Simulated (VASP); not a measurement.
Set up this calculation in VASP 6.6.1, as the native input.

* Task: relaxation of cell and atoms
* Functional: PBE
* Potentials or basis: VASP PAW PBE potentials, release 64 (K_sv, Ta_sv_GW)
* Cutoff: 500 eV
* k mesh: 4 × 6 × 4
* Occupations: gaussian, width 0.1 eV
* Spin: no spin polarisation
* Dipole correction: no
* Further INCAR settings: ALGO = Normal; EDIFF = 1e-07; IBRION = 2; EDIFFG = -0.04; NSW = 90; ISIF = 3

The structure of KTa lies in POSCAR:

```
KTa
1.0
    5.4104367900      0.0000000000      0.0000000000
    0.0000000000      3.5804361110      0.0000000000
    0.0000000000      0.0000000000      5.5241014284
K Ta
2 2
Direct
    0.7500000000      0.0000000000      0.6870000000
    0.2500000000      0.0000000000      0.3130000000
    0.7500000000      0.5000000000      0.1880000000
    0.2500000000      0.5000000000      0.8120000000
```

The input as run:

INCAR

```
SYSTEM = KTa
PREC     = Accurate       ! precision mode
ENCUT    = 500            ! plane-wave cutoff, eV
EDIFF    = 1E-7           ! SCF threshold, eV
ISMEAR   = 0              ! smearing method
SIGMA    = 0.1            ! smearing width, eV
LREAL    = .FALSE.        ! projectors in reciprocal space
LASPH    = .TRUE.         ! aspherical terms in the spheres
NELM     = 120            ! most SCF steps
ALGO     = Normal         ! electronic algorithm
ISIF     = 3              ! what is computed and relaxed
LWAVE    = .FALSE.        ! write WAVECAR
LCHARG   = .FALSE.        ! write CHGCAR
GGA      = PE             ! functional
IBRION   = 2              ! ionic algorithm
NSW      = 90             ! ionic steps
EDIFFG   = -0.04          ! ionic threshold
GGA_COMPAT= .FALSE.      
NELMIN   = 4
```

KPOINTS

```
Automatic mesh
0
G
  4 6 4
  0 0 0
```

Potentials or basis: VASP PAW PBE potentials, release 64 (K_sv, Ta_sv_GW).

Run with:

```bash
$ cat potpaw_PBE.64/K_sv/POTCAR potpaw_PBE.64/Ta_sv_GW/POTCAR > POTCAR
$ mpirun -np 1 vasp_std > vasp.out
```

Results of the run:

| Quantity | Value |
| --- | --- |
| Relaxed volume | 27.64 Å³/atom |
| Relaxed cell | a = 4.865 Å, b = 2.954 Å, c = 7.694 Å, α = 90.00°, β = 90.00°, γ = 90.00° |
| Space group after relaxing (to 0.1 Å) | Pmma (No. 51) |
| Energy gained by relaxing | 1120.6 meV/atom |
| Ionic steps | 24 |
| Pressure after relaxing | 0.0 GPa |
| Largest force after relaxing | 0.038 eV/Å |
| Band gap on the k mesh | zero (bands 22 and 23 overlap by 0.95 eV) |

Caveat: a cell axis changed by over 15 % at a fixed basis, so the end point is rough; spin-orbit coupling is left out, which moves the levels of the heavy elements.

Wall time 31 min on 1 thread of Intel(R) Xeon(R) Platinum 8259CL CPU @ 2.50GHz (Skylake/Cascade Lake), on a shared host, peak memory 0.28 GiB.
